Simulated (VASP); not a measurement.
Write the native input for VASP 6.6.1 that does the following.

```yaml
Task: single point
Functional: PBE
Potentials_or_basis: VASP PAW PBE potentials, release 64 (Ga_d, Sb)
Cutoff: 520 eV
k_mesh: 8 × 8 × 8
Occupations: fermi-dirac, width 0.02 eV
Spin: no spin polarisation
Dipole_correction: no
Further_INCAR_settings: ALGO = Normal; EDIFF = 1e-06; NBANDS = 16
```

The structure of GaSb lies in POSCAR:

```
GaSb
1.0
    0.0000000000      3.0658788000      3.0658788000
    3.0658788000      0.0000000000      3.0658788000
    3.0658788000      3.0658788000      0.0000000000
Ga Sb
1 1
Direct
    0.0000000000      0.0000000000      0.0000000000
    0.2500000000      0.2500000000      0.2500000000
```

One way to write it, as run:

INCAR

```
SYSTEM = GaSb
PREC = Accurate ; ENCUT = 520
EDIFF = 1E-6 ; ISMEAR = -1
SIGMA = 0.02 ; LREAL = .False.
LASPH = .True. ; NELM = 80
ALGO = Normal ; ISIF = 2
LWAVE = .False. ; LCHARG = .False.
GGA = PE ; NBANDS = 16
```

KPOINTS

```
Automatic mesh
0
Gamma
  8 8 8
  0 0 0
```

Potentials or basis: VASP PAW PBE potentials, release 64 (Ga_d, Sb).

Command:

```console
$ cat potpaw_PBE.64/Ga_d/POTCAR potpaw_PBE.64/Sb/POTCAR > POTCAR
$ mpirun -np 1 vasp_std > vasp.out
```

It gave:

The pressure is 2.0 GPa and the band gap on the k mesh is zero (filled and empty bands touch).

Caveat: spin-orbit coupling is left out, which moves the levels of the heavy elements.

Run time: 12 s on 1 thread of AMD EPYC 9R45 96-Core Processor (Zen 5), with other jobs on the host, peak memory 0.16 GiB.
